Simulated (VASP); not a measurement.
## GaP: single point with PBEsol

GaP:

```xyz
2
Lattice="0.0000 2.7787 2.7787 2.7787 0.0000 2.7787 2.7787 2.7787 0.0000" Properties=species:S:1:pos:R:3 pbc="T T T"
Ga    0.0000    0.0000    0.0000
P     4.1680    4.1680    4.1680
```

This cell differs from its parent crystal: volume scaled by 1.06.

- Program: VASP 6.6.1
- Task: single point
- Functional: PBEsol
- Potentials or basis: VASP PAW PBE potentials, release 64 (Ga_d, P)
- Cutoff: 520 eV
- k mesh: 12 × 12 × 12
- Occupations: fermi-dirac, width 0.08 eV
- Spin: no spin polarisation

```
Pressure               : -4.8 GPa
Band gap on the k mesh : 1.28 eV, direct
```

Levels at points of the mesh, in eV from the valence-band top:
```
           k point  band 5  band 6  band 7  band 8  band 9  band 10  band 11  band 12  band 13  band 14
(0.00, 0.00, 0.00)  -14.37  -12.10    0.00    0.00    0.00     1.28     3.84     3.84     3.84     8.32
(0.50, 0.00, 0.00)  -14.36  -10.19   -6.37   -1.05   -1.05     1.41     4.66     4.66     7.97    10.33
(0.50, 0.50, 0.00)  -14.35   -9.36   -6.54   -2.52   -2.52     1.63     1.76    10.11    10.11    10.56
```

Wall time 24 s on 1 thread of AMD EPYC 9R45 96-Core Processor (Zen 5), with other jobs on the host, peak memory 0.17 GiB.

Caveat: the PAW data sets were made with another functional, which shifts forces and pressure a little. A k mesh can miss the band edges.
